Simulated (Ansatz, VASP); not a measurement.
# One calculation of MgO, two programs

INCAR

```
PREC = Accurate
ENCUT = 520
EDIFF = 1E-6
ISMEAR = 0
SIGMA = 0.05
LREAL = False
LASPH = True
NELM = 100
ALGO = Normal
ISIF = 2
LWAVE = False
LCHARG = False
GGA = PS
NBANDS = 16
```

The input KPOINTS:

```
regular mesh
0
Gamma
  9 9 6
```

The input POSCAR:

```
MgO
1.0
    3.3034678116      0.0000000000      0.0000000000
   -1.6517339058      2.8608870454      0.0000000000
    0.0000000000      0.0000000000      5.2202000000
Mg O
2 2
Direct
    0.3333333333      0.6666666667      0.0036583380
    0.6666666667      0.3333333333      0.5036583380
    0.3333333333      0.6666666667      0.4009416620
    0.6666666667      0.3333333333      0.9009416620
```

Input for Ansatz:

```yaml
crystal:
  lattice:
    - [3.3034678116, 0.0, 0.0]
    - [-1.6517339058, 2.8608870454, 0.0]
    - [0.0, 0.0, 5.2202]
  atoms:
    - { symbol: Mg, position: [0.3333333333, 0.6666666667, 0.003658338] }
    - { symbol: Mg, position: [0.6666666667, 0.3333333333, 0.503658338] }
    - { symbol: O, position: [0.3333333333, 0.6666666667, 0.400941662] }
    - { symbol: O, position: [0.6666666667, 0.3333333333, 0.900941662] }
basis:
  ecutwfc: 520.0
kpoints:
  mp_grid: { grid: [9, 9, 6] }
hamiltonian:
  xc: pbesol
  pseudopotentials: { kind: paw, azcp: { folder: soft_1 } }
scf:
  occupations: { method: gaussian, width: 0.05 }
output:
  forces: true
  stress: true
  eigenvalues: true
```

Alike in both runs: task single point; functional PBEsol; k mesh 9 × 9 × 6; occupations gaussian, width 0.05 eV; no spin polarisation.

|  | VASP | Ansatz |
| --- | --- | --- |
| version | VASP 6.6.1 | Ansatz 0.2.0 |
| potentials or method | VASP PAW PBE potentials, release 64 (Mg, O), cutoff 520 eV | scalar-relativistic, plane waves, PAW |
| valence electrons in the cell | 16 | 32 |

VASP gave:

| Quantity | Value |
| --- | --- |
| gap on the k mesh at the Fermi level (eV) | 3.21 |
| least direct gap on the mesh (eV) | 3.21 |
| pressure (GPa) | -4.1 |
| traceless stress, the component that is largest in VASP (GPa) | -3.83 |
| rms of the force components (eV/Å) | 0.186 |

Task: Which values does Ansatz return?

Result: gap on the k mesh at the Fermi level (eV): 3.21; least direct gap on the mesh (eV): 3.21; pressure (GPa): -3.7; traceless stress, the component that is largest in VASP (GPa): -3.80; rms of the force components (eV/Å): 0.183.

VASP's potentials were made for PBE, not for PBEsol, and Ansatz warns of the same on its side. Atom by atom the forces differ by 0.003 eV/Å (rms over components). VASP's potentials hold 16 valence electrons a cell and Ansatz's 32, so a difference there can come from the potentials and not from the codes.
